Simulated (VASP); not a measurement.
# SiC (P6_3mc) in VASP: further runs

Runs on SiC. Level: PBE. Tasks: single point.

All numbers are computed with VASP 6.6.1; they aren't measurements. Logs are shortened: lines on timing, memory, paths and dates and some standing lists are left out, and cuts for length are marked.

### 1 The cell of the first run

Symmetry: P6_3mc, No. 186, hexagonal system. Conventional cell: a = 3.116 Å, b = 3.116 Å, c = 10.203 Å, α = 90.00°, β = 90.00°, γ = 120.00°. Si (site symmetry 3m) has 4 C at 1.91 Å within 2.5 Å. Within 2.5 Å of Si (site symmetry 3m) lie 4 C at 1.91 to 1.92 Å. Within 2.5 Å of C (site symmetry 3m) lie 4 Si at 1.91 Å. C (site symmetry 3m) has 4 Si at 1.91 to 1.92 Å within 2.5 Å.

### 2 Single point, PBE

INCAR reads:

```
SYSTEM = SiC
PREC = Accurate
ENCUT = 520
EDIFF = 1E-7
ISMEAR = -1
SIGMA = 0.05
LREAL = .FALSE.
LASPH = .TRUE.
NELM = 100
ALGO = Normal
ISIF = 2
LWAVE = .FALSE.
LCHARG = .FALSE.
GGA = PE
NBANDS = 26
```

KPOINTS reads:

```
regular mesh
0
G
  10 10 3
  0 0 0
```

POSCAR reads:

```
SiC
1.0
    3.1161684510      0.0000000000      0.0000000000
   -1.5580842255      2.6986810411      0.0000000000
    0.0000000000      0.0000000000     10.2031701838
Si C
4 4
Direct
    0.0000000000      0.0000000000      0.1878943800
    0.0000000000      0.0000000000      0.6878943800
    0.3333333333      0.6666666667      0.4378419800
    0.6666666667      0.3333333333      0.9378419800
    0.0000000000      0.0000000000      0.0004600500
    0.0000000000      0.0000000000      0.5004600500
    0.3333333333      0.6666666667      0.2498025900
    0.6666666667      0.3333333333      0.7498025900
```

Potentials or basis: VASP PAW PBE potentials, release 64 (Si, C).

Run with:

```bash
$ cat potpaw_PBE.64/Si/POTCAR potpaw_PBE.64/C/POTCAR > POTCAR
$ mpirun -np 1 vasp_std > vasp.out
```

OUTCAR:

```text
SYSTEM = SiC
   PREC = Accurate
   ENCUT = 520
   EDIFF = 1E-7
   ISMEAR = -1
   LREAL = .FALSE.
   LASPH = .TRUE.
   NELM = 100
   ISIF = 2
   GGA = PE

 ion  position               nearest neighbor table
   1  0.000  0.000  0.188-   7 1.91   7 1.91   7 1.91   5 1.91   3 3.12   3 3.12   3 3.12   4 3.12
                             4 3.12   4 3.12
   2  0.000  0.000  0.688-   8 1.91   8 1.91   8 1.91   6 1.91   4 3.12   4 3.12   4 3.12   3 3.12
                             3 3.12   3 3.12
   3  0.333  0.667  0.438-   6 1.91   6 1.91   6 1.91   7 1.92   1 3.12   1 3.12   1 3.12   2 3.12
                             2 3.12   2 3.12
   4  0.667  0.333  0.938-   5 1.91   5 1.91   5 1.91   8 1.92   2 3.12   2 3.12   2 3.12   1 3.12
                             1 3.12   1 3.12
   5  0.000  0.000  0.000-   4 1.91   4 1.91   4 1.91   1 1.91
   6  0.000  0.000  0.500-   3 1.91   3 1.91   3 1.91   2 1.91
   7  0.333  0.667  0.250-   1 1.91   1 1.91   1 1.91   3 1.92
   8  0.667  0.333  0.750-   2 1.91   2 1.91   2 1.91   4 1.92

  LATTYP: Found a hexagonal cell.
 ALAT       =     3.1161684510
 C/A-ratio  =     3.2742678531

  Lattice vectors:

 A1 = (   3.1161684510,   0.0000000000,   0.0000000000)
 A2 = (  -1.5580842255,   2.6986810411,   0.0000000000)
 A3 = (   0.0000000000,   0.0000000000,  10.2031701838)

Analysis of symmetry for initial positions (statically):
=====================================================================
 Subroutine PRICEL returns:
 Original cell was already a primitive cell.

 Routine SETGRP: Setting up the symmetry group for a
 hexagonal supercell.

 Subroutine GETGRP returns: Found 12 space group operations
 (whereof  6 operations were pure point group operations)
 out of a pool of 24 trial point group operations.

The static configuration has the point symmetry C_3v.
 The point group associated with its full space group is C_6v.

Analysis of symmetry for dynamics (positions and initial velocities):
=====================================================================
 Subroutine PRICEL returns:
 Original cell was already a primitive cell.

 Routine SETGRP: Setting up the symmetry group for a
 hexagonal supercell.

 Subroutine GETGRP returns: Found 12 space group operations
 (whereof  6 operations were pure point group operations)
 out of a pool of 24 trial point group operations.

The dynamic configuration has the point symmetry C_3v.
 The point group associated with its full space group is C_6v.

 Subroutine INISYM returns: Found 12 space group operations
 (whereof  6 operations are pure point group operations),
 and found     1 'primitive' translations

----------------------------------------------------------------------------------------

                                     Primitive cell

  volume of cell :      85.8040

  direct lattice vectors                    reciprocal lattice vectors
     3.116168451  0.000000000  0.000000000     0.320906914  0.185275693  0.000000000
    -1.558084226  2.698681041  0.000000000     0.000000000  0.370551386  0.000000000
     0.000000000  0.000000000 10.203170184     0.000000000  0.000000000  0.098008754

  length of vectors
     3.116168451  3.116168451 10.203170184     0.370551386  0.370551386  0.098008754

  position of ions in fractional coordinates (direct lattice)
     0.000000000  0.000000000  0.187894380
     0.000000000  0.000000000  0.687894380
     0.333333333  0.666666667  0.437841980
     0.666666667  0.333333333  0.937841980
     0.000000000  0.000000000  0.000460050
     0.000000000  0.000000000  0.500460050
     0.333333333  0.666666667  0.249802590
     0.666666667  0.333333333  0.749802590

  ion indices of the primitive-cell ions
   primitive index   ion index
                 1           1
                 2           2
                 3           3
                 4           4
                 5           5
                 6           6
                 7           7
                 8           8

----------------------------------------------------------------------------------------

 KPOINTS: regular mesh

Automatic generation of k-mesh.
 Grid dimensions read from file:
 generate k-points for:   10   10    3

 Generating k-lattice:

  Cartesian coordinates                     Fractional coordinates (reciprocal lattice)
     0.032090691  0.018527569  0.000000000     0.100000000  0.000000000  0.000000000
     0.000000000  0.037055139  0.000000000     0.000000000  0.100000000  0.000000000
     0.000000000  0.000000000  0.032669585     0.000000000  0.000000000  0.333333333

  Length of vectors
     0.037055139  0.037055139  0.032669585

  Shift w.r.t. Gamma in fractional coordinates (k-lattice)
     0.000000000  0.000000000  0.000000000

 Subroutine IBZKPT returns following result:
 ===========================================

 Found     28 irreducible k-points:

 Following reciprocal coordinates:
            Coordinates               Weight
  0.000000  0.000000  0.000000      1.000000
  0.100000 -0.000000  0.000000      6.000000
  0.200000 -0.000000  0.000000      6.000000
  0.300000 -0.000000  0.000000      6.000000
  0.400000 -0.000000  0.000000      6.000000
  0.500000 -0.000000  0.000000      3.000000
[... 16 lines left out ...]
  0.300000  0.100000  0.333333     24.000000
  0.400000  0.100000  0.333333     24.000000
 [... further k-points ...]
   k-points           NKPTS =     28   k-points in BZ     NKDIM =     28   number of bands    NBANDS=     26
   number of dos      NEDOS =    301   number of ions     NIONS =      8
   total plane-waves  NPLWV =  46080
   dimension x,y,z NGX =    24 NGY =   24 NGZ =   80
   dimension x,y,z NGXF=    48 NGYF=   48 NGZF=  160
   ions per type =               4   4
   NGX,Y,Z   is equivalent  to a cutoff of  12.80, 12.80, 13.03 a.u.
   NGXF,Y,Z  is equivalent  to a cutoff of  25.61, 25.61, 26.07 a.u.
 SYSTEM =  SiC
   PREC   = accura    normal or accurate (medium, high low for compatibility)
   ISTART =      0    job   : 0-new  1-cont  2-samecut
   ICHARG =      2    charge: 1-file 2-atom 10-const
   ISPIN  =      1    spin polarized calculation?
   LNONCOLLINEAR =      F non collinear calculations
   LSORBIT =      F    spin-orbit coupling
   LASPH  =      T    aspherical Exc in radial PAW
   ENCUT  =  520.0 eV  38.22 Ry    6.18 a.u.   5.79  5.79 18.97*2*pi/ulx,y,z
   NELM   =    100;   NELMIN=  2; NELMDL= -5     # of ELM steps
   EDIFF  = 0.1E-06   stopping-criterion for ELM
   LREAL  =      F    real-space projection
   EDIFFG = 0.1E-05   stopping-criterion for IOM
   NSW    =      0    number of steps for IOM
   IBRION =     -1    ionic relax: 0-MD 1-quasi-New 2-CG
   NFREE  =      0    steps in history (QN), initial steepest desc. (CG)
   ISIF   =      2    stress and relaxation
   ISYM   =      2    0-nonsym 1-usesym 2-fastsym
   POTIM  = 0.5000    time-step for ionic-motion
   TEBEG  =    0.0;   TEEND  =   0.0 temperature during run
   PSTRESS=    0.0 pullay stress
   NELECT =      32.0000    total number of electrons
   NUPDOWN=      -1.0000    fix difference up-down
   EMIN   =  10.00;   EMAX   =-10.00  energy-range for DOS
   EFERMI =   0.00;   METHOD = LEGACY
   ISMEAR =    -1;   SIGMA  =   0.05  broadening in eV -4-tet -1-fermi 0-gaus
   EFERMI_NEDOS =   21; number of points for ismear=-14 and -15
   IALGO  =     38    algorithm
   IMIX   =      4    mixing-type and parameters
     AMIX     =   0.40;   BMIX     =  1.00
     AMIX_MAG =   1.60;   BMIX_MAG =  1.00
  volume/ion in A,a.u.               =      10.73        72.38
  Fermi-wavevector in a.u.,A,eV,Ry     =   1.178390  2.226834 18.893082  1.388602
  Thomas-Fermi vector in A             =   2.314720
   LORBIT       =      0    0 simple, 1 ext, 2 COOP (PROOUT), +10 PAW based schemes
   GGA     = PE    functional components
   LHFCALC =     F    Hartree Fock is set to
   AEXX    =    0.0000 exact exchange contribution
   IVDW    =     0    specifies the selected vdW correction
   LEPSILON=     F    determine dielectric tensor
   LRPA    =     F    only Hartree local field effects (RPA)
 non-spin polarized calculation
  energy-cutoff  :      520.00
  volume of cell :       85.80
 maximum number of plane-waves:      2324
 NGX is ok and might be reduce to    24
   NGX = 11   NGY = 11   NGZ = 37

 number of electron      32.0000001 magnetization

 Free energy of the ion-electron system (eV)
  ---------------------------------------------------
  ext. energy  EPLUGINS =         0.00000000
  ---------------------------------------------------
  free energy    TOTEN  =       -60.22339827 eV

  energy without entropy =      -60.22339827  energy(sigma->0) =      -60.22339827

 E-fermi :   8.7744     XC(G=0): -11.1966

 val. band max:        7.7733851142   @ k =   0.0000   0.0000   0.0000
 cond. band min:       9.9901141409   @ k =   0.5000  -0.0000   0.0000
 fundamental gap:      2.2167290267
 Fermi energy:         8.7743799756

 k-point     1 :       0.0000    0.0000    0.0000
  band No.  band energies     occupation
      1      -7.4250      2.00000
      2      -6.2821      2.00000
      3      -6.2482      2.00000
      4      -3.9924      2.00000
      5      -0.6371      2.00000
      6       3.4579      2.00000
[... 18 lines left out ...]
     25      14.9099      0.00000
     26      15.6418      0.00000

 k-point     2 :       0.1000   -0.0000    0.0000
  band No.  band energies     occupation
      1      -7.2564      2.00000
      2      -6.1193      2.00000
      3      -6.0846      2.00000
      4      -3.8501      2.00000
      5      -0.4851      2.00000
      6       3.5009      2.00000
[... 18 lines left out ...]
     25      15.1659      0.00000
     26      15.3758      0.00000

 k-point     3 :       0.2000   -0.0000    0.0000
  band No.  band energies     occupation
      1      -6.7572      2.00000
      2      -5.6400      2.00000
      3      -5.6024      2.00000
      4      -3.4437      2.00000
      5      -0.0542      2.00000
      6       3.2558      2.00000
[... 572 lines left out ...]
 k-point    23 :       0.3000    0.1000    0.3333
  band No.  band energies     occupation
      1      -5.2197      2.00000
      2      -4.8654      2.00000
      3      -3.5893      2.00000
      4      -2.8886      2.00000
      5       0.5802      2.00000
      6       0.8583      2.00000
[... 18 lines left out ...]
     25      15.8398      0.00000
     26      16.8013      0.00000

 k-point    24 :       0.4000    0.1000    0.3333
  band No.  band energies     occupation
      1      -4.2016      2.00000
      2      -3.9233      2.00000
      3      -3.0531      2.00000
      4      -2.6919      2.00000
      5      -0.2047      2.00000
      6       0.1211      2.00000
[... 18 lines left out ...]
     25      15.5009      0.00000
     26      16.4115      0.00000

 [... further k-points ...]
[... 5 lines left out ...]
  --------------------------------------------------------------------------------------
  -------------------------------------------------------------------------------------
  Total       -2.3680461     -2.3680461     -2.3739857      0.0000000      0.0000000      0.0000000
  in kB      -44.2173913    -44.2173913    -44.3282980      0.0000000      0.0000000      0.0000000
  external PRESSURE =     -44.2543602 kB  Pullay stress =       0.0000000 kB

 VOLUME and BASIS-vectors are now :
 -----------------------------------------------------------------------------
  energy-cutoff  :      520.00
  volume of cell :       85.80
      direct lattice vectors                 reciprocal lattice vectors
     3.116168451  0.000000000  0.000000000     0.320906914  0.185275693  0.000000000
    -1.558084226  2.698681041  0.000000000     0.000000000  0.370551386  0.000000000
     0.000000000  0.000000000 10.203170184     0.000000000  0.000000000  0.098008754

 POSITION                                       TOTAL-FORCE (eV/Angst)
 -----------------------------------------------------------------------------------
      0.00000      0.00000      1.91712        -0.000000      0.000000     -0.003529
      0.00000      0.00000      7.01870        -0.000000     -0.000000     -0.003529
     -0.00000      1.79912      4.46738         0.000000     -0.000000      0.007451
      1.55808      0.89956      9.56896        -0.000000      0.000000      0.007451
      0.00000      0.00000      0.00469        -0.000000     -0.000000     -0.002679
      0.00000      0.00000      5.10628        -0.000000      0.000000     -0.002679
     -0.00000      1.79912      2.54878         0.000000      0.000000     -0.001243
      1.55808      0.89956      7.65036         0.000000      0.000000     -0.001243
 -----------------------------------------------------------------------------------
    total drift:                               -0.000000     -0.000000     -0.000516

  FREE ENERGIE OF THE ION-ELECTRON SYSTEM (eV)
  ---------------------------------------------------
  free  energy   TOTEN  =       -60.2233982737 eV

  energy  without entropy=      -60.2233982736  energy(sigma->0) =      -60.22339827
```

Wall time 49 s (1 thread of Intel Xeon Platinum 8488C (Sapphire Rapids), shared host); peak memory 0.2 GiB.

Results:

```yaml
Free_energy: -60.2234 eV
Pressure: -4.4 GPa
Largest_force: 0.007 eV/Å
Band_gap_on_the_k_mesh: 2.22 eV, indirect (least direct gap 3.33 eV)
```

Forces on the atoms (eV/Å):
```
Si   0.000  0.000 -0.004
Si   0.000  0.000 -0.004
Si   0.000  0.000  0.007
Si   0.000  0.000  0.007
C    0.000  0.000 -0.003
C    0.000  0.000 -0.003
C    0.000  0.000 -0.001
C    0.000  0.000 -0.001
```

Levels at points of the mesh, in eV from the valence-band top:
```
           k point  band 14  band 15  band 16  band 17  band 18  band 19
(0.00, 0.00, 0.00)    -0.05     0.00     0.00     4.78     5.36     5.87
(0.50, 0.00, 0.00)    -2.18    -1.55    -1.11     2.22     2.32     4.11
```

A k mesh can miss the band edges.

### 3 Single point, PBE

This run uses another cell than the first one, of 10.93 Å³/atom, 1.019 times its volume.

INCAR reads:

```
PREC = Accurate
ENCUT = 520
EDIFF = 1E-7
ISMEAR = -1
SIGMA = 0.05
LREAL = False
LASPH = True
NELM = 100
ALGO = Normal
ISIF = 2
LWAVE = False
LCHARG = False
GGA = PE
NBANDS = 26
```

KPOINTS reads:

```
Automatic mesh
0
Gamma
  10 10 3
```

POSCAR, as its differences from that of step 2:

```diff
@@ -2,5 +2,5 @@
 1.0
-    3.1161684510      0.0000000000      0.0000000000
-   -1.5580842255      2.6986810411      0.0000000000
-    0.0000000000      0.0000000000     10.2031701838
+    3.1360171929      0.0000000000      0.0000000000
+   -1.5680085964      2.7158705557      0.0000000000
+    0.0000000000      0.0000000000     10.2681602811
 Si C
```

Potentials or basis: VASP PAW PBE potentials, release 64 (Si, C).

Run with:

```bash
$ cat potpaw_PBE.64/Si/POTCAR potpaw_PBE.64/C/POTCAR > POTCAR
$ mpirun -np 1 vasp_std > vasp.out
```

Wall time 48 s (1 thread of Intel Xeon Platinum 8488C (Sapphire Rapids), shared host); peak memory 0.21 GiB.

It converged, with:

| Item | Value |
| --- | --- |
| Free energy | -60.1596 eV |
| Pressure | -8.0 GPa |
| Largest force | 0.013 eV/Å |
| Band gap on the k mesh | 2.21 eV, indirect (least direct gap 3.32 eV) |

Forces on the atoms (eV/Å):
```
Si   0.000  0.000 -0.006
Si   0.000  0.000 -0.006
Si   0.000  0.000  0.013
Si   0.000  0.000  0.013
C    0.000  0.000 -0.003
C    0.000  0.000 -0.003
C    0.000  0.000 -0.004
C    0.000  0.000 -0.004
```

Levels at points of the mesh, in eV from the valence-band top:
| k point | band 12 | band 13 | band 14 | band 15 | band 16 | band 17 | band 18 | band 19 | band 20 | band 21 |
| --- | --- | --- | --- | --- | --- | --- | --- | --- | --- | --- |
| (0.00, 0.00, 0.00) | -0.58 | -0.58 | -0.05 | 0.00 | 0.00 | 4.62 | 5.20 | 5.65 | 5.82 | 6.63 |
| (0.50, 0.00, 0.00) | -2.31 | -2.29 | -2.16 | -1.54 | -1.11 | 2.21 | 2.31 | 4.06 | 4.41 | 5.06 |

A k mesh can miss the band edges. As with any semilocal functional, this PBE gap is likely too small.
